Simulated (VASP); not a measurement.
Here is a VASP 6.6.1 calculation.

Contents of INCAR:

```
SYSTEM = Fe
ALGO = Normal ; AMIX = 0.2
AMIX_MAG = 0.8 ; BMIX = 1E-4
BMIX_MAG = 1E-4 ; DIPOL = 0.5 0.5 0.500
EDIFF = 1E-7 ; ENCUT = 520
ICORELEVEL = 1 ; IDIPOL = 3
ISIF = 2 ; ISMEAR = 1
ISPIN = 2 ; LASPH = .TRUE.
LCHARG = .FALSE. ; LDIPOL = .TRUE.
LMAXMIX = 4 ; LORBIT = 11
LREAL = .FALSE. ; LUSENCCL = .FALSE.
LVACPOTAV = .TRUE. ; LVHAR = .TRUE.
LWAVE = .FALSE. ; MAGMOM = 2.1 2.1 2.1 2.1 2.1 2.1 2.1 2.1 2.1 2.1
NELM = 150 ; PREC = Accurate
SIGMA = 0.1
```

File KPOINTS:

```
k-points
0
G
  14 14 1
  0 0 0
```

Contents of POSCAR:

```
Fe
1.0
    2.7463880000      0.0000000000      0.0000000000
    0.0000000000      2.7463880000      0.0000000000
    0.0000000000      0.0000000000     27.3587460000
Fe
10
Direct
    0.5000000000      0.5000000000      0.2741353700
    0.0000000000      0.0000000000      0.3243275100
    0.5000000000      0.5000000000      0.3745196500
    0.0000000000      0.0000000000      0.4247117900
    0.5000000000      0.5000000000      0.4749039300
    0.0000000000      0.0000000000      0.5250960700
    0.5000000000      0.5000000000      0.5752882100
    0.0000000000      0.0000000000      0.6254803500
    0.5000000000      0.5000000000      0.6756724900
    0.0000000000      0.0000000000      0.7258646300
```

Potentials or basis: VASP PAW LDA potentials, release 64 (Fe).

Command:

```bash
$ cat potpaw_LDA.64/Fe/POTCAR > POTCAR
$ mpirun -np 1 vasp_std > vasp.out
```

Q: What does it give for the net moment?

A: 20.87 μB per cell.

Q: Predict the largest force.

A: 0.354 eV/Å.

Q: Estimate the site moments.

A: Fe +2.62, +1.80, +1.92, +1.88, +1.94 (each value once) μB.

Core levels (eV, on the scale of the bands):
```
atom                                                levels
1 Fe  1s -6956.1, 2s -807.8, 2p -688.8, 3s -84.5, 3p -51.2
2 Fe  1s -6956.2, 2s -808.1, 2p -689.0, 3s -84.6, 3p -51.2
3 Fe  1s -6956.3, 2s -808.2, 2p -689.1, 3s -84.7, 3p -51.3
4 Fe  1s -6956.3, 2s -808.2, 2p -689.1, 3s -84.7, 3p -51.3
5 Fe  1s -6956.3, 2s -808.2, 2p -689.1, 3s -84.7, 3p -51.3
6 Fe  1s -6956.3, 2s -808.2, 2p -689.1, 3s -84.7, 3p -51.3
```
